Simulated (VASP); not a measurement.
# Br (Cmce) in VASP: notebook

Runs on Br. Level: LDA. Tasks: single point.

Program: VASP 6.6.1. These are calculated values, not measurements. Logs are shortened: lines on timing, memory, paths and dates and some standing lists are left out, and cuts for length are marked.

## (1) The cell of the first run

The structure is orthorhombic, space group Cmce (No. 64). The conventional cell has a = 6.656 Å, b = 3.903 Å, c = 8.473 Å, α = 90.00°, β = 90.00°, γ = 90.00°. Within 3.2 Å of Br (site symmetry m) lie 3 Br at 2.40 to 2.93 Å.

## (2) Single point, LDA

Contents of INCAR:

```
ALGO     = Normal         # electronic algorithm
EDIFF    = 1E-6           # SCF threshold, eV
ENCUT    = 520            # plane-wave cutoff, eV
GGA      = CA             # functional
ISIF     = 2              # what is computed and relaxed
ISMEAR   = -1             # smearing method
LASPH    = T              # aspherical terms in the spheres
LCHARG   = F              # write CHGCAR
LREAL    = F              # projectors in reciprocal space
LWAVE    = F              # write WAVECAR
NBANDS   = 22             # bands
NELM     = 60             # most SCF steps
PREC     = Accurate       # precision mode
SIGMA    = 0.05           # smearing width, eV
```

Contents of KPOINTS:

```
k-points
0
Gamma
  5 5 2
```

Contents of POSCAR:

```
Br
1.0
    3.3280929261     -1.9517225684      0.0000000000
    3.3280929261      1.9517225684      0.0000000000
    0.0000000000      0.0000000000      8.4732332285
Br
4
Direct
    0.8406697425      0.1593302575      0.1209213090
    0.6593302575      0.3406697425      0.6209213090
    0.1593302575      0.8406697425      0.8790786910
    0.3406697425      0.6593302575      0.3790786910
```

Potentials or basis: VASP PAW LDA potentials, release 64 (Br).

Started as:

```sh
cat potpaw_LDA.64/Br/POTCAR > POTCAR
mpirun -np 1 vasp_std > vasp.out
```

OUTCAR:

```text
EDIFF = 1E-6
   ENCUT = 520
   GGA = CA
   ISIF = 2
   ISMEAR = -1
   LASPH = T
   LREAL = F
   NELM = 60
   PREC = Accurate

 ion  position               nearest neighbor table
   1  0.841  0.159  0.121-   3 2.40
   2  0.659  0.341  0.621-   4 2.40
   3  0.159  0.841  0.879-   1 2.40
   4  0.341  0.659  0.379-   2 2.40

  LATTYP: Found a base centered orthorhombic cell.
 ALAT       =     3.9034451368
 B/A-ratio  =     1.7052079942
 C/A-ratio  =     2.1707063713

  Lattice vectors:

 A1 = (  -3.3280929261,  -1.9517225684,   0.0000000000)
 A2 = (   3.3280929261,  -1.9517225684,   0.0000000000)
 A3 = (   0.0000000000,   0.0000000000,   8.4732332285)

Analysis of symmetry for initial positions (statically):
=====================================================================
 Subroutine PRICEL returns:
 Original cell was already a primitive cell.

 Routine SETGRP: Setting up the symmetry group for a
 base centered orthorhombic supercell.

 Subroutine GETGRP returns: Found  8 space group operations
 (whereof  4 operations were pure point group operations)
 out of a pool of  8 trial point group operations.

The static configuration has the point symmetry C_2h.
 The point group associated with its full space group is D_2h.

Analysis of symmetry for dynamics (positions and initial velocities):
=====================================================================
 Subroutine PRICEL returns:
 Original cell was already a primitive cell.

 Routine SETGRP: Setting up the symmetry group for a
 base centered orthorhombic supercell.

 Subroutine GETGRP returns: Found  8 space group operations
 (whereof  4 operations were pure point group operations)
 out of a pool of  8 trial point group operations.

The dynamic configuration has the point symmetry C_2h.
 The point group associated with its full space group is D_2h.

 Subroutine INISYM returns: Found  8 space group operations
 (whereof  4 operations are pure point group operations),
 and found     1 'primitive' translations

----------------------------------------------------------------------------------------

                                     Primitive cell

[... 81 lines left out ...]
   ISPIN  =      1    spin polarized calculation?
   LNONCOLLINEAR =      F non collinear calculations
   LSORBIT =      F    spin-orbit coupling
   LASPH  =      T    aspherical Exc in radial PAW
   ENCUT  =  520.0 eV  38.22 Ry    6.18 a.u.   7.17  7.17 15.75*2*pi/ulx,y,z
   NELM   =     60;   NELMIN=  2; NELMDL= -5     # of ELM steps
   EDIFF  = 0.1E-05   stopping-criterion for ELM
   LREAL  =      F    real-space projection
   EDIFFG = 0.1E-04   stopping-criterion for IOM
   NSW    =      0    number of steps for IOM
   IBRION =     -1    ionic relax: 0-MD 1-quasi-New 2-CG
   NFREE  =      0    steps in history (QN), initial steepest desc. (CG)
   ISIF   =      2    stress and relaxation
   ISYM   =      2    0-nonsym 1-usesym 2-fastsym
   POTIM  = 0.5000    time-step for ionic-motion
   TEBEG  =    0.0;   TEEND  =   0.0 temperature during run
   PSTRESS=    0.0 pullay stress
   NELECT =      28.0000    total number of electrons
   NUPDOWN=      -1.0000    fix difference up-down
   EMIN   =  10.00;   EMAX   =-10.00  energy-range for DOS
   EFERMI =   0.00;   METHOD = LEGACY
   ISMEAR =    -1;   SIGMA  =   0.05  broadening in eV -4-tet -1-fermi 0-gaus
   EFERMI_NEDOS =   21; number of points for ismear=-14 and -15
   IALGO  =     38    algorithm
   IMIX   =      4    mixing-type and parameters
     AMIX     =   0.40;   BMIX     =  1.00
     AMIX_MAG =   1.60;   BMIX_MAG =  1.00
  volume/ion in A,a.u.               =      27.52       185.71
  Fermi-wavevector in a.u.,A,eV,Ry     =   1.037281  1.960178 14.639227  1.075953
  Thomas-Fermi vector in A             =   2.171712
   LORBIT       =      0    0 simple, 1 ext, 2 COOP (PROOUT), +10 PAW based schemes
   GGA     = CA    functional components
   LHFCALC =     F    Hartree Fock is set to
   AEXX    =    0.0000 exact exchange contribution
   IVDW    =     0    specifies the selected vdW correction
   LEPSILON=     F    determine dielectric tensor
   LRPA    =     F    only Hartree local field effects (RPA)
 non-spin polarized calculation
  energy-cutoff  :      520.00
  volume of cell :      110.08
 maximum number of plane-waves:      2984
 NGX is ok and might be reduce to    30
   NGX = 15   NGY = 15   NGZ = 31

 number of electron      28.0000005 magnetization

 Free energy of the ion-electron system (eV)
  ---------------------------------------------------
  ext. energy  EPLUGINS =         0.00000000
  ---------------------------------------------------
  free energy    TOTEN  =        -8.50642832 eV

  energy without entropy =       -8.50642654  energy(sigma->0) =       -8.50642743

 E-fermi :   2.0806     XC(G=0):  -9.2884

 val. band max:        1.5648560306   @ k =   0.0000   0.0000   0.0000
 cond. band min:       2.6501720961   @ k =   0.4000   0.4000   0.0000
 fundamental gap:      1.0853160654
 Fermi energy:         2.0805884580

 k-point     1 :       0.0000    0.0000    0.0000
  band No.  band energies     occupation
      1     -14.9239      2.00000
      2     -14.0131      2.00000
      3     -12.8358      2.00000
      4     -11.1452      2.00000
      5      -4.1624      2.00000
      6      -2.1109      2.00000
[... 439 lines left out ...]
     21      10.9564      0.00000
     22      10.9564      0.00000

------------------------ aborting loop because EDIFF is reached ----------------------------------------

  FORCE on cell =-STRESS in cart. coord.  units (eV):
  Direction    XX          YY          ZZ          XY          YZ          ZX
  --------------------------------------------------------------------------------------
  -------------------------------------------------------------------------------------
  Total        0.0015312      0.0531592      0.1188081      0.0000000      0.0000000      0.0000000
  in kB        0.0222865      0.7737421      1.7292741      0.0000000      0.0000000      0.0000000
  external PRESSURE =       0.8417676 kB  Pullay stress =       0.0000000 kB

 VOLUME and BASIS-vectors are now :
 -----------------------------------------------------------------------------
  energy-cutoff  :      520.00
  volume of cell :      110.08
      direct lattice vectors                 reciprocal lattice vectors
     3.328092926 -1.951722568  0.000000000     0.150236190 -0.256183952  0.000000000
     3.328092926  1.951722568  0.000000000     0.150236190  0.256183952  0.000000000
     0.000000000  0.000000000  8.473233228     0.000000000  0.000000000  0.118018703

 POSITION                                       TOTAL-FORCE (eV/Angst)
 -----------------------------------------------------------------------------------
      3.32809     -1.32979      1.02459         0.000000      0.015553      0.013635
      3.32809     -0.62194      5.26121         0.000000     -0.015553      0.013635
      3.32809      1.32979      7.44864         0.000000     -0.015553     -0.013635
      3.32809      0.62194      3.21202         0.000000      0.015553     -0.013635
 -----------------------------------------------------------------------------------
    total drift:                                0.000000      0.000000      0.000000

  FREE ENERGIE OF THE ION-ELECTRON SYSTEM (eV)
  ---------------------------------------------------
  free  energy   TOTEN  =        -8.5064283155 eV

  energy  without entropy=       -8.5064265440  energy(sigma->0) =       -8.50642743
```

stdout:

```text
POSCAR found type information on POSCAR Br
 POSCAR found :  1 types and       4 ions
 scaLAPACK will be used
 LDA part: xc-table for (Slater(with rela. corr.)+CA(PZ))
 , standard interpolation
 POSCAR, INCAR and KPOINTS ok, starting setup
 FFT: planning ... GRIDC
 FFT: planning ... GRID_SOFT
 FFT: planning ... GRID
 WAVECAR not read
 entering main loop
```

It took 68 s on 1 thread of Intel Xeon 8259CL, shared host; peak memory 0.19 GiB.

Results:

```yaml
Free_energy: -8.5064 eV
Pressure: 0.1 GPa
Largest_force: 0.021 eV/Å
Band_gap_on_the_k_mesh: 1.09 eV (least direct gap 1.19 eV)
```

Forces on the atoms (eV/Å):
```
Br   0.000  0.016  0.014
Br   0.000 -0.016  0.014
Br   0.000 -0.016 -0.014
Br   0.000  0.016 -0.014
```

Caveat: an odd mesh through Γ misses points on the zone boundary, where band edges can lie. As with any semilocal functional, this LDA gap is likely too small.

## (3) Single point, LDA

Contents of INCAR:

```
  ALGO = Normal
  EDIFF = 1E-6
  ENCUT = 520
  GGA = CA
  ISIF = 2
  ISMEAR = -1
  LASPH = T
  LCHARG = F
  LREAL = F
  LWAVE = F
  NBANDS = 22
  NELM = 60
  PREC = Accurate
  SIGMA = 0.05
```

Contents of KPOINTS:

```
k-points
0
Gamma
  9 9 4
```

POSCAR is that of step 2.

Potentials or basis: VASP PAW LDA potentials, release 64 (Br).

Started as:

```sh
cat potpaw_LDA.64/Br/POTCAR > POTCAR
mpirun -np 1 vasp_std > vasp.out
```

OUTCAR:

```text
EDIFF = 1E-6
   ENCUT = 520
   GGA = CA
   ISIF = 2
   ISMEAR = -1
   LASPH = T
   LREAL = F
   NELM = 60
   PREC = Accurate

 ion  position               nearest neighbor table
   1  0.841  0.159  0.121-   3 2.40
   2  0.659  0.341  0.621-   4 2.40
   3  0.159  0.841  0.879-   1 2.40
   4  0.341  0.659  0.379-   2 2.40

  LATTYP: Found a base centered orthorhombic cell.
 ALAT       =     3.9034451368
 B/A-ratio  =     1.7052079942
 C/A-ratio  =     2.1707063713

  Lattice vectors:

 A1 = (  -3.3280929261,  -1.9517225684,   0.0000000000)
 A2 = (   3.3280929261,  -1.9517225684,   0.0000000000)
 A3 = (   0.0000000000,   0.0000000000,   8.4732332285)

Analysis of symmetry for initial positions (statically):
=====================================================================
 Subroutine PRICEL returns:
 Original cell was already a primitive cell.

 Routine SETGRP: Setting up the symmetry group for a
 base centered orthorhombic supercell.

 Subroutine GETGRP returns: Found  8 space group operations
 (whereof  4 operations were pure point group operations)
 out of a pool of  8 trial point group operations.

The static configuration has the point symmetry C_2h.
 The point group associated with its full space group is D_2h.

Analysis of symmetry for dynamics (positions and initial velocities):
=====================================================================
 Subroutine PRICEL returns:
 Original cell was already a primitive cell.

 Routine SETGRP: Setting up the symmetry group for a
 base centered orthorhombic supercell.

 Subroutine GETGRP returns: Found  8 space group operations
 (whereof  4 operations were pure point group operations)
 out of a pool of  8 trial point group operations.

The dynamic configuration has the point symmetry C_2h.
 The point group associated with its full space group is D_2h.

 Subroutine INISYM returns: Found  8 space group operations
 (whereof  4 operations are pure point group operations),
 and found     1 'primitive' translations

----------------------------------------------------------------------------------------

                                     Primitive cell

  volume of cell :     110.0760

  direct lattice vectors                    reciprocal lattice vectors
     3.328092926 -1.951722568  0.000000000     0.150236190 -0.256183952  0.000000000
     3.328092926  1.951722568  0.000000000     0.150236190  0.256183952  0.000000000
     0.000000000  0.000000000  8.473233228     0.000000000  0.000000000  0.118018703

  length of vectors
     3.858163230  3.858163230  8.473233228     0.296986750  0.296986750  0.118018703

  position of ions in fractional coordinates (direct lattice)
     0.840669742  0.159330258  0.120921309
     0.659330258  0.340669742  0.620921309
     0.159330258  0.840669742  0.879078691
     0.340669742  0.659330258  0.379078691

  ion indices of the primitive-cell ions
   primitive index   ion index
                 1           1
                 2           2
                 3           3
                 4           4

----------------------------------------------------------------------------------------

 KPOINTS: k-points

Automatic generation of k-mesh.
 Grid dimensions read from file:
 generate k-points for:    9    9    4

 Generating k-lattice:

  Cartesian coordinates                     Fractional coordinates (reciprocal lattice)
     0.016692910 -0.028464884  0.000000000     0.111111111  0.000000000  0.000000000
     0.016692910  0.028464884  0.000000000     0.000000000  0.111111111  0.000000000
     0.000000000  0.000000000  0.029504676     0.000000000  0.000000000  0.250000000

  Length of vectors
     0.032998528  0.032998528  0.029504676

  Shift w.r.t. Gamma in fractional coordinates (k-lattice)
     0.000000000  0.000000000  0.000000000

 Subroutine IBZKPT returns following result:
 ===========================================

 Found     75 irreducible k-points:

 Following reciprocal coordinates:
            Coordinates               Weight
  0.000000  0.000000  0.000000      1.000000
  0.111111  0.000000  0.000000      4.000000
  0.222222 -0.000000  0.000000      4.000000
  0.333333  0.000000  0.000000      4.000000
  0.444444 -0.000000  0.000000      4.000000
  0.111111  0.111111  0.000000      2.000000
[... 16 lines left out ...]
 -0.333333  0.333333  0.000000      2.000000
  0.444444  0.444444  0.000000      2.000000
 [... further k-points ...]
   k-points           NKPTS =     75   k-points in BZ     NKDIM =     75   number of bands    NBANDS=     22
   number of dos      NEDOS =    301   number of ions     NIONS =      4
   total plane-waves  NPLWV =  57600
   dimension x,y,z NGX =    30 NGY =   30 NGZ =   64
   dimension x,y,z NGXF=    60 NGYF=   60 NGZF=  128
   ions per type =               4
   NGX,Y,Z   is equivalent  to a cutoff of  12.93, 12.93, 12.56 a.u.
   NGXF,Y,Z  is equivalent  to a cutoff of  25.85, 25.85, 25.11 a.u.
 SYSTEM =  unknown system
   PREC   = accura    normal or accurate (medium, high low for compatibility)
   ISTART =      0    job   : 0-new  1-cont  2-samecut
   ICHARG =      2    charge: 1-file 2-atom 10-const
   ISPIN  =      1    spin polarized calculation?
   LNONCOLLINEAR =      F non collinear calculations
   LSORBIT =      F    spin-orbit coupling
   LASPH  =      T    aspherical Exc in radial PAW
   ENCUT  =  520.0 eV  38.22 Ry    6.18 a.u.   7.17  7.17 15.75*2*pi/ulx,y,z
   NELM   =     60;   NELMIN=  2; NELMDL= -5     # of ELM steps
   EDIFF  = 0.1E-05   stopping-criterion for ELM
   LREAL  =      F    real-space projection
   EDIFFG = 0.1E-04   stopping-criterion for IOM
   NSW    =      0    number of steps for IOM
   IBRION =     -1    ionic relax: 0-MD 1-quasi-New 2-CG
   NFREE  =      0    steps in history (QN), initial steepest desc. (CG)
   ISIF   =      2    stress and relaxation
   ISYM   =      2    0-nonsym 1-usesym 2-fastsym
   POTIM  = 0.5000    time-step for ionic-motion
   TEBEG  =    0.0;   TEEND  =   0.0 temperature during run
   PSTRESS=    0.0 pullay stress
   NELECT =      28.0000    total number of electrons
   NUPDOWN=      -1.0000    fix difference up-down
   EMIN   =  10.00;   EMAX   =-10.00  energy-range for DOS
   EFERMI =   0.00;   METHOD = LEGACY
   ISMEAR =    -1;   SIGMA  =   0.05  broadening in eV -4-tet -1-fermi 0-gaus
   EFERMI_NEDOS =   21; number of points for ismear=-14 and -15
   IALGO  =     38    algorithm
   IMIX   =      4    mixing-type and parameters
     AMIX     =   0.40;   BMIX     =  1.00
     AMIX_MAG =   1.60;   BMIX_MAG =  1.00
  volume/ion in A,a.u.               =      27.52       185.71
  Fermi-wavevector in a.u.,A,eV,Ry     =   1.037281  1.960178 14.639227  1.075953
  Thomas-Fermi vector in A             =   2.171712
   LORBIT       =      0    0 simple, 1 ext, 2 COOP (PROOUT), +10 PAW based schemes
   GGA     = CA    functional components
   LHFCALC =     F    Hartree Fock is set to
   AEXX    =    0.0000 exact exchange contribution
   IVDW    =     0    specifies the selected vdW correction
   LEPSILON=     F    determine dielectric tensor
   LRPA    =     F    only Hartree local field effects (RPA)
 non-spin polarized calculation
  energy-cutoff  :      520.00
  volume of cell :      110.08
 maximum number of plane-waves:      2990
 NGX is ok and might be reduce to    30
   NGX = 15   NGY = 15   NGZ = 31

 number of electron      28.0000005 magnetization

 Free energy of the ion-electron system (eV)
  ---------------------------------------------------
  ext. energy  EPLUGINS =         0.00000000
  ---------------------------------------------------
  free energy    TOTEN  =        -8.51515162 eV

  energy without entropy =       -8.51514957  energy(sigma->0) =       -8.51515060

 E-fermi :   2.0365     XC(G=0):  -9.2886

 val. band max:        1.5640543829   @ k =   0.0000   0.0000   0.0000
 cond. band min:       2.5715965228   @ k =  -0.4444   0.4444   0.0000
 fundamental gap:      1.0075421398
 Fermi energy:         2.0365160112

 k-point     1 :       0.0000    0.0000    0.0000
  band No.  band energies     occupation
      1     -14.9249      2.00000
      2     -14.0140      2.00000
      3     -12.8370      2.00000
      4     -11.1463      2.00000
      5      -4.1634      2.00000
      6      -2.1122      2.00000
[... 574 lines left out ...]
      6      -3.0607      2.00000
[... 14 lines left out ...]
     21      11.7427      0.00000
     22      11.9184      0.00000

 [... further k-points ...]

------------------------ aborting loop because EDIFF is reached ----------------------------------------

  FORCE on cell =-STRESS in cart. coord.  units (eV):
  Direction    XX          YY          ZZ          XY          YZ          ZX
  --------------------------------------------------------------------------------------
  -------------------------------------------------------------------------------------
  Total        0.0023935      0.0763136      0.0040015      0.0000000     -0.0000000      0.0000000
  in kB        0.0348380      1.1107597      0.0582428      0.0000000     -0.0000000      0.0000000
  external PRESSURE =       0.4012802 kB  Pullay stress =       0.0000000 kB

 VOLUME and BASIS-vectors are now :
 -----------------------------------------------------------------------------
  energy-cutoff  :      520.00
  volume of cell :      110.08
      direct lattice vectors                 reciprocal lattice vectors
     3.328092926 -1.951722568  0.000000000     0.150236190 -0.256183952  0.000000000
     3.328092926  1.951722568  0.000000000     0.150236190  0.256183952  0.000000000
     0.000000000  0.000000000  8.473233228     0.000000000  0.000000000  0.118018703

 POSITION                                       TOTAL-FORCE (eV/Angst)
 -----------------------------------------------------------------------------------
      3.32809     -1.32979      1.02459         0.000000      0.032355      0.009160
      3.32809     -0.62194      5.26121         0.000000     -0.032355      0.009160
      3.32809      1.32979      7.44864         0.000000     -0.032355     -0.009160
      3.32809      0.62194      3.21202         0.000000      0.032355     -0.009160
 -----------------------------------------------------------------------------------
    total drift:                                0.000000      0.000000      0.000000

  FREE ENERGIE OF THE ION-ELECTRON SYSTEM (eV)
  ---------------------------------------------------
  free  energy   TOTEN  =        -8.5151516175 eV

  energy  without entropy=       -8.5151495736  energy(sigma->0) =       -8.51515060
```

stdout:

```text
POSCAR found type information on POSCAR Br
 POSCAR found :  1 types and       4 ions
 scaLAPACK will be used
 LDA part: xc-table for (Slater(with rela. corr.)+CA(PZ))
 , standard interpolation
 POSCAR, INCAR and KPOINTS ok, starting setup
 FFT: planning ... GRIDC
 FFT: planning ... GRID_SOFT
 FFT: planning ... GRID
 WAVECAR not read
 entering main loop
```

Run time: 3.8 min. Hardware: 1 thread of Intel Xeon 8259CL, shared host; peak memory 0.26 GiB.

What came out:

```yaml
Free_energy: -8.5152 eV
Pressure: 0.0 GPa
Largest_force: 0.034 eV/Å
Band_gap_on_the_k_mesh: 1.01 eV (least direct gap 1.19 eV)
```

Forces in eV/Å, atoms in the order of the input:
```
Br   0.000  0.032  0.009
Br   0.000 -0.032  0.009
Br   0.000 -0.032 -0.009
Br   0.000  0.032 -0.009
```

Caveat: an odd mesh through Γ misses points on the zone boundary, where band edges can lie.
